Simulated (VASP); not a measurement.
## CoNiO2: relaxation of cell and atoms with PBEsol

CoNiO2:

```
Ni Co O
1.0
     3.01433    0.00000    0.00000
     0.00000    3.01433    0.00000
     0.00000    0.00000    4.22229
Ni Co O
1 1 2
Cartesian
  0.0000 0.0000 0.0000
  1.5072 1.5072 2.1111
  0.0000 0.0000 2.1111
  1.5072 1.5072 0.0000
```

```
Program                : VASP 6.6.1
Task                   : relaxation of cell and atoms
Functional             : PBEsol
Potentials or basis    : VASP PAW PBE potentials, release 64 (Ni, Co, O)
Cutoff                 : 600 eV
k mesh                 : 9 × 9 × 6
Occupations            : fermi-dirac, width 0.05 eV
Spin                   : collinear spin, ferromagnetic start
Starting moments       : [1.0, 2.0, 0.0, 0.0] μB
Target pressure        : 30 GPa
Dipole correction      : no
Further INCAR settings : ALGO = Normal; EDIFF = 1e-06; IBRION = 2; EDIFFG = -0.01; NSW = 80; ISIF = 3
```

```
Relaxed volume                                             : 7.62 Å³/atom
Relaxed cell                                               : a = 2.781 Å, b = 2.781 Å, c = 3.942 Å, α = 90.00°, β = 90.00°, γ = 90.00°
Space group after relaxing (to 0.1 Å)                      : P4/mmm (No. 123)
Energy change on relaxing (the run minimises the enthalpy) : +83.9 meV/atom
Ionic steps                                                : 7
Pressure after relaxing                                    : 30.2 GPa
Net moment                                                 : 0.00 μB per cell
Valence electrons inside the program's atomic spheres      : Ni 9.48; Co 8.40; O 5.02
```

The path:
```tsv
step	energy change (eV)	largest force (eV/Å)	pressure (GPa)	volume (Å³)
1	0.0000	0.0000	-12.44	38.36
2	2.2907	0.0000	118.14	25.92
3	0.2306	0.0000	22.68	31.15
4	0.3104	0.0000	28.47	30.65
5	0.3365	0.0000	30.20	30.50
6	0.3355	0.0000	30.21	30.50
7	0.3357	0.0000	30.18	30.50
```

Final structure:
```
CELL_PARAMETERS angstrom
2.78136 0.00000 0.00000
0.00000 2.78136 0.00000
0.00000 0.00000 3.94235
ATOMIC_POSITIONS crystal
Ni 0.00000 0.00000 0.00000
Co 0.50000 0.50000 0.50000
O 0.00000 0.00000 0.50000
O 0.50000 0.50000 0.00000
```

Levels at points of the mesh, in eV from the Fermi level:
Spin up:
```tsv
k point	band 14	band 15	band 16	band 17	band 18	band 19
(0.00, 0.00, 0.00)	-1.95	-1.21	-0.59	-0.59	-0.23	2.63
(0.00, 0.00, 0.50)	-1.18	-0.52	-0.52	-0.31	0.34	6.48
```
Spin down:
| k point | band 14 | band 15 | band 16 | band 17 | band 18 | band 19 |
| --- | --- | --- | --- | --- | --- | --- |
| (0.00, 0.00, 0.00) | -1.95 | -1.21 | -0.59 | -0.59 | -0.23 | 2.63 |
| (0.00, 0.00, 0.50) | -1.18 | -0.52 | -0.52 | -0.31 | 0.34 | 6.48 |

Run time: 6.1 min on 1 thread of Intel(R) Xeon(R) 6975P-C (Granite Rapids), on a shared host, peak memory 0.27 GiB.

Caveat: the cell is relaxed towards a set pressure, so the run minimises the enthalpy, not the energy; the volume moved by over 15 % at a fixed basis, so the end points are rough; the PAW data sets were made with another functional, which shifts forces and pressure a little; semilocal functionals often make such compounds metallic where correlation or magnetic order opens a gap, which also shifts bond lengths. With open d or f shells a metallic result of PBEsol can be an artefact of self-interaction; +U or a hybrid may open a gap.
